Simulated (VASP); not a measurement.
Input of a VASP 6.6.1 run:

File INCAR:

```
SYSTEM = NaSr2Sn3
ALGO = Fast
EDIFF = 1E-6
ENCUT = 520
GGA = PE
ISIF = 2
ISMEAR = 0
LASPH = .True.
LCHARG = .True.
LELF = .True.
LREAL = .False.
LVHAR = .True.
LWAVE = .False.
NBANDS = 44
NELM = 60
PREC = Accurate
SIGMA = 0.1
```

File KPOINTS:

```
k-points
0
Gamma
  4 4 4
  0 0 0
```

POSCAR

```
NaSr2Sn3
1.0
    5.4213459862     -3.1479549744      0.0000000000
    5.4213459862      3.1479549744      0.0000000000
   -3.3572486791      0.0000000000      5.3985490234
Na Sr Sn
1 2 3
Direct
    0.5000000000      0.5000000000      0.0000000000
    0.1270918096      0.1270918096      0.3747656398
    0.8729081904      0.8729081904      0.6252343602
    0.0000000000      0.5000000000      0.0000000000
    0.5000000000      0.0000000000      0.0000000000
    0.5000000000      0.5000000000      0.5000000000
```

Potentials or basis: VASP PAW PBE potentials, release 64 (Na_pv, Sr_sv, Sn_d).

The run is started by

```sh
$ cat potpaw_PBE.64/Na_pv/POTCAR potpaw_PBE.64/Sr_sv/POTCAR potpaw_PBE.64/Sn_d/POTCAR > POTCAR
$ mpirun -np 1 vasp_std > vasp.out
```

(1) What does it give for the pressure?

(2) Predict the band gap on the k mesh.

(3) Predict the largest force.

## Answers

(1) 0.0 GPa.

(2) zero (an odd number of electrons rules out a gap without spin polarisation).

(3) 0.023 eV/Å.

Caveat: spin-orbit coupling is left out, which moves the levels of the heavy elements.
